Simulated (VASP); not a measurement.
Write the native input for VASP 6.6.1 that does the following.

| Item | Value |
| --- | --- |
| Task | single point |
| Functional | LDA |
| Potentials or basis | VASP PAW LDA potentials, release 64 (Zn) |
| Cutoff | 520 eV |
| k mesh | 22 × 22 × 12 |
| Occupations | fermi-dirac, width 0.08 eV |
| Spin | no spin polarisation |
| Dipole correction | no |
| Further INCAR settings | ALGO = Normal; EDIFF = 1e-07; NBANDS = 19 |

The structure of Zn lies in POSCAR:

```
Zn
1.0
    2.5727888285      0.0000000000      0.0000000000
   -1.2863944143      2.2281004840      0.0000000000
    0.0000000000      0.0000000000      4.7256009564
Zn
2
Direct
    0.3333333333      0.6666666667      0.2500000000
    0.6666666667      0.3333333333      0.7500000000
```

One way to write it, as run:

INCAR

```
SYSTEM = Zn
PREC = Accurate
ENCUT = 520
EDIFF = 1E-7
ISMEAR = -1
SIGMA = 0.08
LREAL = .False.
LASPH = .True.
NELM = 100
ALGO = Normal
ISIF = 2
LWAVE = .False.
LCHARG = .True.
GGA = CA
LELF = .True.
LVHAR = .True.
NBANDS = 19
```

KPOINTS

```
Automatic mesh
0
Gamma
  22 22 12
  0 0 0
```

Potentials or basis: VASP PAW LDA potentials, release 64 (Zn).

Run with:

```sh
$ cat potpaw_LDA.64/Zn/POTCAR > POTCAR
$ mpirun -np 1 vasp_std > vasp.out
```

Results of the run:

```json
{
  "Pressure": "0.7 GPa",
  "Band gap on the k mesh": "zero (bands 12 and 13 overlap by 4.60 eV)"
}
```

It took 86 s on 1 thread of AMD EPYC 9R14 (Zen 4), with other jobs on the host, peak memory 0.21 GiB.
